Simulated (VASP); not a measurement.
Write the native input for VASP 6.6.1 that does the following.

| Item | Value |
| --- | --- |
| Task | single point |
| Functional | LDA |
| Potentials or basis | VASP PAW LDA potentials, release 64 (Sb, Pd) |
| Cutoff | 520 eV |
| k mesh | 6 × 6 × 6 |
| Occupations | methfessel-paxton, width 0.1 eV |
| Spin | no spin polarisation |
| Dipole correction | no |
| Further INCAR settings | ALGO = Normal; EDIFF = 1e-07; NBANDS = 26 |

The structure of SbPd3 lies in POSCAR:

```
SbPd3
1.0
    4.1564862077      0.0000000000      0.0000000000
    0.0000000000      4.1564862077      0.0000000000
    0.0000000000      0.0000000000      4.1564862077
Sb Pd
1 3
Direct
    0.0000000000      0.0000000000      0.0000000000
    0.0000000000      0.5000000000      0.5000000000
    0.5000000000      0.0000000000      0.5000000000
    0.5000000000      0.5000000000      0.0000000000
```

The input as run:

INCAR

```
  PREC = Accurate
  ENCUT = 520
  EDIFF = 1E-7
  ISMEAR = 1
  SIGMA = 0.1
  LREAL = F
  LASPH = T
  NELM = 60
  ALGO = Normal
  ISIF = 2
  LWAVE = F
  LCHARG = F
  GGA = CA
  NBANDS = 26
```

KPOINTS

```
Automatic mesh
0
Gamma
  6 6 6
```

Potentials or basis: VASP PAW LDA potentials, release 64 (Sb, Pd).

Launch:

```bash
$ cat potpaw_LDA.64/Sb/POTCAR potpaw_LDA.64/Pd/POTCAR > POTCAR
$ mpirun -np 1 vasp_std > vasp.out
```

Results of the run:

```json
{"Pressure": "-18.8 GPa"}
```

Wall time 19 s on 1 thread of AMD EPYC 7R43 64-Core Processor (Zen 3), on a shared host, peak memory 0.14 GiB.
